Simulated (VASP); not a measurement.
Input of a VASP 6.6.1 run:

INCAR

```
SYSTEM = TiC
PREC = Accurate
ENCUT = 520
EDIFF = 1E-6
ISMEAR = -1
SIGMA = 0.03
LREAL = .False.
LASPH = .True.
NELM = 100
ALGO = Normal
ISIF = 2
LWAVE = .False.
LCHARG = .False.
GGA = PE
NBANDS = 15
```

The input KPOINTS:

```
regular mesh
0
Gamma
  16 16 16
  0 0 0
```

The input POSCAR:

```
TiC
1.0
    0.0000000000      2.1854271361      2.1854271361
    2.1854271361      0.0000000000      2.1854271361
    2.1854271361      2.1854271361      0.0000000000
Ti C
1 1
Direct
    0.0000000000      0.0000000000      0.0000000000
    0.5000000000      0.5000000000      0.5000000000
```

Potentials or basis: VASP PAW PBE potentials, release 64 (Ti_sv, C).

Command:

```console
$ cat potpaw_PBE.64/Ti_sv/POTCAR potpaw_PBE.64/C/POTCAR > POTCAR
$ mpirun -np 1 vasp_std > vasp.out
```

Task: Estimate the pressure.

Result: -6.0 GPa.

Task: What does it give for the band gap on the k mesh?

Result: Zero (band 8 reaches 9.78 eV, above the bottom of band 9 at 8.70 eV).
